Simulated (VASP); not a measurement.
Set up this calculation in VASP 6.6.1, as the native input.

```
Task                   : single point
Functional             : PBEsol
Potentials or basis    : VASP PAW PBE potentials, release 64 (Ru_pv, Te)
Cutoff                 : 520 eV
k mesh                 : 5 × 5 × 5
Occupations            : gaussian, width 0.05 eV
Spin                   : collinear spin, ferromagnetic start
Starting moments       : [1.0, 0.0] μB
Hubbard terms          : Ru d U = 6.0 eV
Dipole correction      : no
Further INCAR settings : ALGO = Normal; EDIFF = 1e-06; NBANDS = 21
```

The structure of TeRu lies in POSCAR:

```
TeRu
1.0
    0.0000000000      3.1139297200      3.1139297200
    3.1139297200      0.0000000000      3.1139297200
    3.1139297200      3.1139297200      0.0000000000
Ru Te
1 1
Direct
    0.0000000000      0.0000000000      0.0000000000
    0.2500000000      0.2500000000      0.2500000000
```

These files were run (other wordings do the same):

INCAR

```
SYSTEM = TeRu
PREC     = Accurate       ! precision mode
ENCUT    = 520            ! plane-wave cutoff, eV
EDIFF    = 1E-6           ! SCF threshold, eV
ISMEAR   = 0              ! smearing method
SIGMA    = 0.05           ! smearing width, eV
LREAL    = .FALSE.        ! projectors in reciprocal space
LASPH    = .TRUE.         ! aspherical terms in the spheres
NELM     = 150            ! most SCF steps
ALGO     = Normal         ! electronic algorithm
ISIF     = 2              ! what is computed and relaxed
LWAVE    = .FALSE.        ! write WAVECAR
LCHARG   = .TRUE.         ! write CHGCAR
ISPIN    = 2              ! spin polarisation
MAGMOM   = 1 0            ! initial moments
LORBIT   = 11             ! projections on sites
LMAXMIX  = 4              ! l up to which the mixer works
LDAU     = .TRUE.         ! DFT+U
LDAUTYPE = 2            
LDAUL    = 2 -1           ! shell
LDAUU    = 6 0            ! U, eV
LDAUJ    = 0 0          
LDAUPRINT= 1            
GGA      = PS             ! functional
LELF     = .TRUE.         ! ELF
LVHAR    = .TRUE.       
NBANDS   = 21             ! bands
```

KPOINTS

```
regular mesh
0
G
  5 5 5
  0 0 0
```

Potentials or basis: VASP PAW PBE potentials, release 64 (Ru_pv, Te).

Command:

```sh
$ cat potpaw_PBE.64/Ru_pv/POTCAR potpaw_PBE.64/Te/POTCAR > POTCAR
$ mpirun -np 1 vasp_std > vasp.out
```

Results of the run:

- Pressure: -0.5 GPa
- Band gap on the k mesh: zero (filled and empty bands overlap)
- Net moment: 2.00 μB per cell
- Site moments: Ru +2.15; Te -0.28 μB
- Valence electrons inside the program's atomic spheres: Ru 12.51; Te 3.41

Caveat: the PAW data sets were made with another functional, which shifts forces and pressure a little; spin-orbit coupling is left out, which moves the levels of the heavy elements; the U is typed as a test and isn't derived for this compound.

It took 93 s on 1 thread of Intel Xeon 8259CL (shared host), peak memory 0.24 GiB.
